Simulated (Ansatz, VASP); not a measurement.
# GaP: VASP beside Ansatz

File INCAR:

```
PREC     = Accurate       # precision mode
ENCUT    = 520            # plane-wave cutoff, eV
EDIFF    = 1E-7           # SCF threshold, eV
ISMEAR   = 0              # smearing method
SIGMA    = 0.05           # smearing width, eV
LREAL    = False          # projectors in reciprocal space
LASPH    = True           # aspherical terms in the spheres
NELM     = 80             # most SCF steps
ALGO     = Normal         # electronic algorithm
ISIF     = 2              # what is computed and relaxed
LWAVE    = False          # write WAVECAR
LCHARG   = True           # write CHGCAR
GGA      = PS             # functional
LELF     = True           # ELF
LVHAR    = True         
NBANDS   = 16             # bands
```

KPOINTS

```
regular mesh
0
Gamma
  8 8 8
```

POSCAR

```
GaP
1.0
    0.0000000000      2.9432700000      2.7252500000
    2.9432700000      0.0000000000      2.7252500000
    2.9432700000      2.9432700000      0.0000000000
Ga P
1 1
Direct
    0.0000000000      0.0000000000      0.0000000000
    0.7500000000      0.7500000000      0.7500000000
```

Input for Ansatz:

```yaml
crystal:
  lattice:
    - [0.0, 2.94327, 2.72525]
    - [2.94327, 0.0, 2.72525]
    - [2.94327, 2.94327, 0.0]
  atoms:
    - { symbol: Ga, position: [0.0, 0.0, 0.0] }
    - { symbol: P, position: [0.75, 0.75, 0.75] }
basis:
  ecutwfc: 420
kpoints:
  mp_grid: { grid: [8, 8, 8] }
hamiltonian:
  xc: pbesol
scf:
  occupations: { method: gaussian, width: 0.05 }
output:
  forces: true
  stress: true
  eigenvalues: true
```

Change from the starting cell: strain +0.080 along x and y, +0.000 along z, atoms carried along.

Alike in both runs: task single point; functional PBEsol; k mesh 8 × 8 × 8; occupations gaussian, width 0.05 eV; no spin polarisation.

```csv
,VASP,Ansatz
version,VASP 6.6.1,Ansatz 0.2.0
potentials or method,"VASP PAW PBE potentials, release 64 (Ga_d, P), cutoff 520 eV","scalar-relativistic, plane waves, PAW"
valence electrons in the cell,18,18
```

|  | VASP | Ansatz | Ansatz less VASP |
| --- | --- | --- | --- |
| gap on the k mesh at the Fermi level (eV) | 0.28 | 0.27 | -0.003 |
| least direct gap on the mesh (eV) | 0.28 | 0.27 | -0.003 |
| pressure (GPa) | -9.5 | -9.5 | 0.00 |
| traceless stress, the component that is largest in VASP (GPa) | 3.15 | 3.15 | -0.002 |

VASP's potentials were made for PBE, not for PBEsol. The functional is the same, so the differences come from potentials, cutoffs and numerics.
